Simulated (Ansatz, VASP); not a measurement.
**Two plane-wave programs on B26SbP27**

```
Sb B P
1.0
     0.00000    6.80700    6.80700
     6.80700    0.00000    6.80700
     6.80700    6.80700    0.00000
Sb B P
1 26 27
Direct
  0.00000 0.00000 0.00000
  0.00000 0.00000 0.33333
  0.00000 0.00000 0.66667
  0.00000 0.33333 0.00000
  0.00000 0.33333 0.33333
  0.00000 0.33333 0.66667
  0.00000 0.66667 0.00000
  0.00000 0.66667 0.33333
  0.00000 0.66667 0.66667
  0.33333 0.00000 0.00000
  0.33333 0.00000 0.33333
  0.33333 0.00000 0.66667
  0.33333 0.33333 0.00000
  0.33333 0.33333 0.33333
  0.33333 0.33333 0.66667
  0.33333 0.66667 0.00000
  0.33333 0.66667 0.33333
  0.33333 0.66667 0.66667
  0.66667 0.00000 0.00000
  0.66667 0.00000 0.33333
  0.66667 0.00000 0.66667
  0.66667 0.33333 0.00000
  0.66667 0.33333 0.33333
  0.66667 0.33333 0.66667
  0.66667 0.66667 0.00000
  0.66667 0.66667 0.33333
  0.66667 0.66667 0.66667
  0.08333 0.08333 0.08333
  0.08333 0.08333 0.41667
  0.08333 0.08333 0.75000
  0.08333 0.41667 0.08333
  0.08333 0.41667 0.41667
  0.08333 0.41667 0.75000
  0.08333 0.75000 0.08333
  0.08333 0.75000 0.41667
  0.08333 0.75000 0.75000
  0.41667 0.08333 0.08333
  0.41667 0.08333 0.41667
  0.41667 0.08333 0.75000
  0.41667 0.41667 0.08333
  0.41667 0.41667 0.41667
  0.41667 0.41667 0.75000
  0.41667 0.75000 0.08333
  0.41667 0.75000 0.41667
  0.41667 0.75000 0.75000
  0.75000 0.08333 0.08333
  0.75000 0.08333 0.41667
  0.75000 0.08333 0.75000
  0.75000 0.41667 0.08333
  0.75000 0.41667 0.41667
  0.75000 0.41667 0.75000
  0.75000 0.75000 0.08333
  0.75000 0.75000 0.41667
  0.75000 0.75000 0.75000
```

Alike in both runs: task electric field gradients; functional PBE; k mesh 3 × 3 × 3; occupations fermi-dirac, width 0.01 eV; no spin polarisation.

|  | VASP | Ansatz |
| --- | --- | --- |
| version | VASP 6.6.1 | Ansatz 0.2.0 |
| potentials or method | VASP PAW PBE potentials, release 64 (Sb, B, P) | plane-wave PAW, scalar-relativistic |
| plane-wave cutoff (eV) | 520 | 420 |
| valence electrons in the cell | 218 | 228 |

```csv
,VASP,Ansatz,Ansatz less VASP
pressure (GPa),12.3,12.2,-0.11
rms of the force components (eV/Å),2.637,2.561,-0.0759
size of Vzz on the site where it differs most (V/Å²),0.9,10.3,+9.31
```

Atom by atom the forces differ by 0.076 eV/Å (rms over components). VASP's potentials hold 218 valence electrons a cell and Ansatz's 228, so a difference there can come from the potentials and not from the codes.

Spin-orbit coupling is off throughout.
